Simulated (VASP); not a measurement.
# LiGeH3 (P6_3/mmc) in VASP: relaxation of cell and atoms with PBE

Aim: the relaxation of cell and atoms of LiGeH3 with PBE.

Program: VASP 6.6.1. These are calculated values, not measurements. Logs are shortened: lines on timing, memory, paths and dates and some standing lists are left out, and cuts for length are marked.

### Step 1. The cell of the first run

The structure is hexagonal, space group P6_3/mmc (No. 194). The conventional cell has a = 5.884 Å, b = 5.884 Å, c = 4.942 Å, α = 90.00°, β = 90.00°, γ = 120.00°. Li (site symmetry -6m2) has 12 H at 2.94 to 3.00 Å and 6 Ge at 3.61 Å within 3.9 Å. Within 2.8 Å of Ge (site symmetry -3m) lie 6 H at 2.10 Å and 2 Ge at 2.47 Å. Within 2.8 Å of H (site symmetry mm2) lie 2 Ge at 2.10 Å.

### Step 2. Relaxation of cell and atoms, PBE

Contents of INCAR:

```
PREC     = Accurate       # precision mode
ENCUT    = 600            # plane-wave cutoff, eV
EDIFF    = 1E-6           # SCF threshold, eV
ISMEAR   = 0              # smearing method
SIGMA    = 0.1            # smearing width, eV
LREAL    = F              # projectors in reciprocal space
LASPH    = T              # aspherical terms in the spheres
NELM     = 100            # most SCF steps
ALGO     = Normal         # electronic algorithm
ISIF     = 3              # what is computed and relaxed
LWAVE    = F              # write WAVECAR
LCHARG   = F              # write CHGCAR
GGA      = PE             # functional
IBRION   = 2              # ionic algorithm
NSW      = 100            # ionic steps
EDIFFG   = -0.01          # ionic threshold
```

Contents of KPOINTS:

```
regular mesh
0
Gamma
  9 9 8
```

Contents of POSCAR:

```
LiGeH3
1.0
    5.8835700000      0.0000000000      0.0000000000
   -2.9417850000      5.0953210800      0.0000000000
    0.0000000000      0.0000000000      4.9421988000
Li Ge H
2 2 6
Direct
    0.3333333300      0.6666666700      0.7500000000
    0.6666666700      0.3333333300      0.2500000000
    0.0000000000      0.0000000000      0.0000000000
    0.0000000000      0.0000000000      0.5000000000
    0.8333333300      0.6666666700      0.7500000000
    0.3333333300      0.1666666700      0.7500000000
    0.8333333300      0.1666666700      0.7500000000
    0.1666666700      0.3333333300      0.2500000000
    0.6666666700      0.8333333300      0.2500000000
    0.1666666700      0.8333333300      0.2500000000
```

Potentials or basis: VASP PAW PBE potentials, release 64 (Li_sv, Ge_d, H).

On the command line:

```console
> cat potpaw_PBE.64/Li_sv/POTCAR potpaw_PBE.64/Ge_d/POTCAR potpaw_PBE.64/H/POTCAR > POTCAR
> mpirun -np 1 vasp_std > vasp.out
```

OUTCAR:

```text
PREC = Accurate
   ENCUT = 600
   EDIFF = 1E-6
   ISMEAR = 0
   LREAL = F
   LASPH = T
   NELM = 100
   ISIF = 3
   GGA = PE
   IBRION = 2
   NSW = 100
   EDIFFG = -0.01

 ion  position               nearest neighbor table
   1  0.333  0.667  0.750-
   2  0.667  0.333  0.250-
   3  0.000  0.000  0.000-   4 2.47   4 2.47
   4  0.000  0.000  0.500-   3 2.47   3 2.47
   5  0.833  0.667  0.750-
   6  0.333  0.167  0.750-
   7  0.833  0.167  0.750-
   8  0.167  0.333  0.250-
   9  0.667  0.833  0.250-
  10  0.167  0.833  0.250-

  LATTYP: Found a hexagonal cell.
 ALAT       =     5.8835700000
 C/A-ratio  =     0.8400000000

  Lattice vectors:

 A1 = (   5.8835700000,   0.0000000000,   0.0000000000)
 A2 = (  -2.9417850000,   5.0953210800,   0.0000000000)
 A3 = (   0.0000000000,   0.0000000000,   4.9421988000)

Analysis of symmetry for initial positions (statically):
=====================================================================
 Subroutine PRICEL returns:
 Original cell was already a primitive cell.

 Routine SETGRP: Setting up the symmetry group for a
 hexagonal supercell.

 Subroutine GETGRP returns: Found 24 space group operations
 (whereof 12 operations were pure point group operations)
 out of a pool of 24 trial point group operations.

The static configuration has the point symmetry D_3d.
 The point group associated with its full space group is D_6h.

Analysis of symmetry for dynamics (positions and initial velocities):
=====================================================================
 Subroutine PRICEL returns:
 Original cell was already a primitive cell.

 Routine SETGRP: Setting up the symmetry group for a
 hexagonal supercell.

 Subroutine GETGRP returns: Found 24 space group operations
 (whereof 12 operations were pure point group operations)
 out of a pool of 24 trial point group operations.

The dynamic configuration has the point symmetry D_3d.
 The point group associated with its full space group is D_6h.

 Subroutine INISYM returns: Found 24 space group operations
 (whereof 12 operations are pure point group operations),
 and found     1 'primitive' translations

----------------------------------------------------------------------------------------

                                     Primitive cell

  volume of cell :     148.1606

  direct lattice vectors                    reciprocal lattice vectors
     5.883570000  0.000000000  0.000000000     0.169964834  0.098129243  0.000000000
    -2.941785000  5.095321080  0.000000000     0.000000000  0.196258486  0.000000000
     0.000000000  0.000000000  4.942198800     0.000000000  0.000000000  0.202339088

  length of vectors
     5.883570000  5.883569996  4.942198800     0.196258486  0.196258486  0.202339088

  position of ions in fractional coordinates (direct lattice)
     0.333333330  0.666666670  0.750000000
     0.666666670  0.333333330  0.250000000
     0.000000000  0.000000000  0.000000000
     0.000000000  0.000000000  0.500000000
     0.833333330  0.666666670  0.750000000
     0.333333330  0.166666670  0.750000000
     0.833333330  0.166666670  0.750000000
     0.166666670  0.333333330  0.250000000
     0.666666670  0.833333330  0.250000000
     0.166666670  0.833333330  0.250000000

  ion indices of the primitive-cell ions
   primitive index   ion index
                 1           1
                 2           2
                 3           3
                 4           4
                 5           5
                 6           6
                 7           7
                 8           8
                 9           9
                10          10

----------------------------------------------------------------------------------------

 KPOINTS: regular mesh

Automatic generation of k-mesh.
 Grid dimensions read from file:
 generate k-points for:    9    9    8

 Generating k-lattice:

  Cartesian coordinates                     Fractional coordinates (reciprocal lattice)
     0.018884982  0.010903249  0.000000000     0.111111111  0.000000000  0.000000000
     0.000000000  0.021806498  0.000000000     0.000000000  0.111111111  0.000000000
     0.000000000  0.000000000  0.025292386     0.000000000  0.000000000  0.125000000

  Length of vectors
     0.021806498  0.021806498  0.025292386

  Shift w.r.t. Gamma in fractional coordinates (k-lattice)
     0.000000000  0.000000000  0.000000000

 Subroutine IBZKPT returns following result:
 ===========================================

 Found     60 irreducible k-points:

 Following reciprocal coordinates:
            Coordinates               Weight
  0.000000  0.000000  0.000000      1.000000
  0.111111  0.000000  0.000000      6.000000
  0.222222  0.000000  0.000000      6.000000
  0.333333  0.000000  0.000000      6.000000
  0.444444  0.000000  0.000000      6.000000
  0.111111  0.111111  0.000000      6.000000
[... 16 lines left out ...]
  0.333333  0.222222  0.125000     24.000000
  0.333333  0.333333  0.125000      4.000000
 [... further k-points ...]
   k-points           NKPTS =     60   k-points in BZ     NKDIM =     60   number of bands    NBANDS=     26
   number of dos      NEDOS =    301   number of ions     NIONS =     10
   total plane-waves  NPLWV =  92160
   dimension x,y,z NGX =    48 NGY =   48 NGZ =   40
   dimension x,y,z NGXF=    96 NGYF=   96 NGZF=   80
   ions per type =               2   2   6
   NGX,Y,Z   is equivalent  to a cutoff of  13.56, 13.56, 13.46 a.u.
   NGXF,Y,Z  is equivalent  to a cutoff of  27.13, 27.13, 26.91 a.u.
 SYSTEM =  unknown system
   PREC   = accura    normal or accurate (medium, high low for compatibility)
   ISTART =      0    job   : 0-new  1-cont  2-samecut
   ICHARG =      2    charge: 1-file 2-atom 10-const
   ISPIN  =      1    spin polarized calculation?
   LNONCOLLINEAR =      F non collinear calculations
   LSORBIT =      F    spin-orbit coupling
   LASPH  =      T    aspherical Exc in radial PAW
   ENCUT  =  600.0 eV  44.10 Ry    6.64 a.u.  11.75 11.75  9.87*2*pi/ulx,y,z
   NELM   =    100;   NELMIN=  2; NELMDL= -5     # of ELM steps
   EDIFF  = 0.1E-05   stopping-criterion for ELM
   LREAL  =      F    real-space projection
   EDIFFG = -.1E-01   stopping-criterion for IOM
   NSW    =    100    number of steps for IOM
   IBRION =      2    ionic relax: 0-MD 1-quasi-New 2-CG
   NFREE  =      1    steps in history (QN), initial steepest desc. (CG)
   ISIF   =      3    stress and relaxation
   ISYM   =      2    0-nonsym 1-usesym 2-fastsym
   POTIM  = 0.5000    time-step for ionic-motion
   TEBEG  =    0.0;   TEEND  =   0.0 temperature during run
   PSTRESS=    0.0 pullay stress
   NELECT =      40.0000    total number of electrons
   NUPDOWN=      -1.0000    fix difference up-down
   EMIN   =  10.00;   EMAX   =-10.00  energy-range for DOS
   EFERMI =   0.00;   METHOD = LEGACY
   ISMEAR =     0;   SIGMA  =   0.10  broadening in eV -4-tet -1-fermi 0-gaus
   EFERMI_NEDOS =   21; number of points for ismear=-14 and -15
   IALGO  =     38    algorithm
   IMIX   =      4    mixing-type and parameters
     AMIX     =   0.40;   BMIX     =  1.00
     AMIX_MAG =   1.60;   BMIX_MAG =  1.00
  volume/ion in A,a.u.               =      14.82        99.98
  Fermi-wavevector in a.u.,A,eV,Ry     =   1.058077  1.999476 15.232088  1.119527
  Thomas-Fermi vector in A             =   2.193373
   LORBIT       =      0    0 simple, 1 ext, 2 COOP (PROOUT), +10 PAW based schemes
   GGA     = PE    functional components
   LHFCALC =     F    Hartree Fock is set to
   AEXX    =    0.0000 exact exchange contribution
   IVDW    =     0    specifies the selected vdW correction
   LEPSILON=     F    determine dielectric tensor
   LRPA    =     F    only Hartree local field effects (RPA)
 conjugate gradient relaxation of ions
 non-spin polarized calculation
 Gauss-broadening in eV      SIGMA  =   0.10
  energy-cutoff  :      600.00
  volume of cell :      148.16
 maximum number of plane-waves:      4965
 NGX is ok and might be reduce to    48
   NGX = 23   NGY = 23   NGZ = 19

--------------------------------------- Ionic step        1  -------------------------------------------

 number of electron      39.9999992 magnetization

 Free energy of the ion-electron system (eV)
  ---------------------------------------------------
  ext. energy  EPLUGINS =         0.00000000
  ---------------------------------------------------
  free energy    TOTEN  =       -27.38608941 eV

  energy without entropy =      -27.38363600  energy(sigma->0) =      -27.38486271

------------------------ aborting loop because EDIFF is reached ----------------------------------------

  FORCE on cell =-STRESS in cart. coord.  units (eV):
  Direction    XX          YY          ZZ          XY          YZ          ZX
  --------------------------------------------------------------------------------------
  -------------------------------------------------------------------------------------
  Total       -3.1016110     -3.1016110      4.5235105      0.0000000      0.0000000      0.0000000
  in kB      -33.5401671    -33.5401671     48.9162875      0.0000000      0.0000000      0.0000000
  external PRESSURE =      -6.0546822 kB  Pullay stress =       0.0000000 kB
[... 113 lines left out ...]
  FREE ENERGIE OF THE ION-ELECTRON SYSTEM (eV)
  ---------------------------------------------------
  free  energy   TOTEN  =       -28.1121157948 eV

  energy  without entropy=      -28.1044193261  energy(sigma->0) =      -28.10826756

[... ionic steps 4 to 18 ...]

--------------------------------------- Ionic step       19  -------------------------------------------

 number of electron      40.0000011 magnetization

------------------------ aborting loop because EDIFF is reached ----------------------------------------

  FORCE on cell =-STRESS in cart. coord.  units (eV):
  Direction    XX          YY          ZZ          XY          YZ          ZX
  --------------------------------------------------------------------------------------
  -------------------------------------------------------------------------------------
  Total       -0.0991064     -0.0991064     -0.2434577      0.0000000      0.0000000      0.0000000
  in kB       -1.6662345     -1.6662345     -4.0931536      0.0000000      0.0000000      0.0000000
  external PRESSURE =      -2.4752075 kB  Pullay stress =       0.0000000 kB
[... 73 lines left out ...]
  energy  without entropy=      -30.4947736162  energy(sigma->0) =      -30.49787551

--------------------------------------- Ionic step       21  -------------------------------------------

 number of electron      40.0000016 magnetization

 Free energy of the ion-electron system (eV)
  ---------------------------------------------------
  ext. energy  EPLUGINS =         0.00000000
  ---------------------------------------------------
  free energy    TOTEN  =       -30.50102387 eV

  energy without entropy =      -30.49481883  energy(sigma->0) =      -30.49792135

 E-fermi :   3.5776     XC(G=0):  -9.3585

 val. band max:        3.5598682060   @ k =   0.2222   0.0000   0.1250
 cond. band min:       3.5811154611   @ k =   0.3333   0.3333   0.2500
 fundamental gap:      0.0212472552
 Fermi energy:         3.5776357552

 k-point     1 :       0.0000    0.0000    0.0000
  band No.  band energies     occupation
      1     -43.5709      2.00000
      2     -43.5700      2.00000
      3     -21.5027      2.00000
      4     -21.4740      2.00000
      5     -21.4740      2.00000
      6     -21.4400      2.00000
[... 685 lines left out ...]
     25       8.7794      0.00000
     26       9.4516      0.00000

 [... further k-points ...]

------------------------ aborting loop because EDIFF is reached ----------------------------------------

  FORCE on cell =-STRESS in cart. coord.  units (eV):
  Direction    XX          YY          ZZ          XY          YZ          ZX
  --------------------------------------------------------------------------------------
  -------------------------------------------------------------------------------------
  Total       -0.0227228     -0.0227228     -0.0254357      0.0000000      0.0000000     -0.0000000
  in kB       -0.3834492     -0.3834492     -0.4292295      0.0000000      0.0000000     -0.0000000
  external PRESSURE =      -0.3987093 kB  Pullay stress =       0.0000000 kB
[... 25 lines left out ...]
  FREE ENERGIE OF THE ION-ELECTRON SYSTEM (eV)
  ---------------------------------------------------
  free  energy   TOTEN  =       -30.5010238749 eV

  energy  without entropy=      -30.4948188292  energy(sigma->0) =      -30.49792135

 reached required accuracy - stopping structural energy minimisation
```

It took 60 min on 1 thread of Intel Xeon Platinum 8259CL at 2.50GHz (Skylake/Cascade Lake), shared host; peak memory 0.48 GiB.

Results:

```
Free energy                            : -30.5010 eV
Relaxed volume                         : 9.49 Å³/atom
Relaxed cell                           : a = 4.243 Å, b = 4.243 Å, c = 6.091 Å, α = 90.00°, β = 90.00°, γ = 120.00°
Space group after relaxing (to 0.05 Å) : P6_3/mmc (No. 194)
Energy gained by relaxing              : 311.5 meV/atom
Ionic steps                            : 21
Pressure after relaxing                : 0.0 GPa
Largest force after relaxing           : 0.004 eV/Å
Band gap on the k mesh                 : zero (band 20 reaches 4.49 eV, above the bottom of band 21 at 2.33 eV)
```

Forces in eV/Å, atoms in the order of the input:
```
Li   0.000  0.000  0.000
Li   0.000  0.000  0.000
Ge   0.000  0.000  0.000
Ge   0.000  0.000  0.000
H    0.000 -0.004  0.000
H    0.003  0.002  0.000
H   -0.003  0.002  0.000
H    0.000  0.004  0.000
H   -0.003 -0.002  0.000
H    0.003 -0.002  0.000
```

Step by step:
| step | energy change (eV) | largest force (eV/Å) | pressure (GPa) | volume (Å³) |
| --- | --- | --- | --- | --- |
| 1 | 0.0000 | 0.1834 | -0.61 | 148.16 |
| 2 | -0.1886 | 0.2056 | -1.00 | 146.90 |
| 3 | -0.7260 | 0.3611 | -2.18 | 142.39 |
| 4 | -2.0804 | 0.3781 | -4.69 | 130.52 |
| 5 | -0.8539 | 0.3909 | -3.07 | 98.68 |
| 6 | -2.5309 | 0.2757 | -6.11 | 122.31 |
| 7 | -2.7592 | 0.0973 | -5.20 | 114.93 |
| 8 | -2.8467 | 0.0888 | -4.00 | 108.67 |
| 9 | -2.9753 | 0.1715 | -2.66 | 105.20 |
| 10 | -3.0246 | 0.2927 | 0.51 | 99.73 |
| 11 | -3.0347 | 0.2574 | -0.45 | 101.34 |
| 12 | -3.0581 | 0.2027 | -0.34 | 100.46 |
| 13 | -3.0865 | 0.1147 | -0.37 | 99.02 |
| 14 | -3.1065 | 0.0539 | -0.17 | 96.17 |
| 15 | -3.1067 | 0.0308 | -0.40 | 96.56 |
| 16 | -3.1141 | 0.0129 | -0.33 | 95.62 |
| 17 | -3.1137 | 0.0012 | -0.23 | 94.85 |
| 18 | -3.1146 | 0.0062 | -0.20 | 95.26 |
| 19 | -3.1146 | 0.0069 | -0.25 | 95.30 |
| 20 | -3.1149 | 0.0089 | 0.16 | 94.78 |
| 21 | -3.1149 | 0.0039 | -0.04 | 94.94 |

Final structure:
```
CELL_PARAMETERS angstrom
4.24266 0.00000 0.00000
-2.12133 3.67425 0.00000
0.00000 0.00000 6.09055
ATOMIC_POSITIONS crystal
Li 0.33333 0.66667 0.75000
Li 0.66667 0.33333 0.25000
Ge 0.00000 0.00000 0.00000
Ge 0.00000 0.00000 0.50000
H 0.83668 0.67336 0.75000
H 0.32664 0.16332 0.75000
H 0.83668 0.16332 0.75000
H 0.16332 0.32664 0.25000
H 0.67336 0.83668 0.25000
H 0.16332 0.83668 0.25000
```

Levels at points of the mesh, in eV from the Fermi level:
| k point | band 16 | band 17 | band 18 | band 19 | band 20 | band 21 | band 22 | band 23 | band 24 | band 25 |
| --- | --- | --- | --- | --- | --- | --- | --- | --- | --- | --- |
| (0.00, 0.00, 0.00) | -3.90 | -3.90 | -1.43 | -1.43 | 0.82 | 1.59 | 1.59 | 3.13 | 3.13 | 3.38 |
| (0.00, 0.00, 0.50) | -3.57 | -2.99 | -2.99 | -2.99 | -2.99 | 2.13 | 2.13 | 2.66 | 2.66 | 2.66 |

Caveat: the cutoff is under 1.25 times the usual one of these potentials, so pressure, stress and relaxed cells hold a basis-set (Pulay) error; the volume moved by over 15 % at a fixed basis, so the end points are rough.
